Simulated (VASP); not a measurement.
Wanted: the native input for a VASP 6.6.1 run.

* Task: relaxation of cell and atoms
* Functional: PBEsol
* Potentials or basis: VASP PAW PBE potentials, release 64 (Ru_pv, Au)
* Cutoff: 500 eV
* k mesh: 8 × 8 × 8
* Occupations: fermi-dirac, width 0.05 eV
* Spin: no spin polarisation
* Dipole correction: no
* Further INCAR settings: ALGO = Normal; EDIFF = 1e-07; IBRION = 2; EDIFFG = -0.01; NSW = 60; ISIF = 3

The structure of RuAu lies in POSCAR:

```
RuAu
1.0
    3.1648100000      0.0000000000      0.0000000000
    0.0000000000      3.1648100000      0.0000000000
    0.0000000000      0.0000000000      3.1648100000
Ru Au
1 1
Direct
    0.0000000000      0.0000000000      0.0000000000
    0.5000000000      0.5000000000      0.5000000000
```

One way to write it, as run:

INCAR

```
ALGO     = Normal         # electronic algorithm
EDIFF    = 1E-7           # SCF threshold, eV
EDIFFG   = -0.01          # ionic threshold
ENCUT    = 500            # plane-wave cutoff, eV
GGA      = PS             # functional
GGA_COMPAT= F            
IBRION   = 2              # ionic algorithm
ISIF     = 3              # what is computed and relaxed
ISMEAR   = -1             # smearing method
LASPH    = T              # aspherical terms in the spheres
LCHARG   = F              # write CHGCAR
LREAL    = F              # projectors in reciprocal space
LWAVE    = F              # write WAVECAR
NELM     = 120            # most SCF steps
NELMIN   = 4            
NSW      = 60             # ionic steps
PREC     = Accurate       # precision mode
SIGMA    = 0.05           # smearing width, eV
```

KPOINTS

```
k-points
0
Gamma
  8 8 8
```

Potentials or basis: VASP PAW PBE potentials, release 64 (Ru_pv, Au).

Run with:

```bash
$ cat potpaw_PBE.64/Ru_pv/POTCAR potpaw_PBE.64/Au/POTCAR > POTCAR
$ mpirun -np 1 vasp_std > vasp.out
```

Results of the run:

| Quantity | Value |
| --- | --- |
| Relaxed volume | 15.20 Å³/atom |
| Relaxed cell | a = 3.121 Å, b = 3.121 Å, c = 3.121 Å, α = 90.00°, β = 90.00°, γ = 90.00° |
| Space group after relaxing (to 0.1 Å) | Pm-3m (No. 221) |
| Energy gained by relaxing | 19.3 meV/atom |
| Ionic steps | 4 |
| Pressure after relaxing | 0.0 GPa |
| Band gap on the k mesh | zero (an odd number of electrons rules out a gap without spin polarisation) |

Caveat: the PAW data sets were made with another functional, which shifts forces and pressure a little; spin-orbit coupling is left out, which moves the levels of the heavy elements.

Run time: 17 s on 1 thread of Intel(R) Xeon(R) 6975P-C (Granite Rapids) (shared host), peak memory 0.14 GiB.
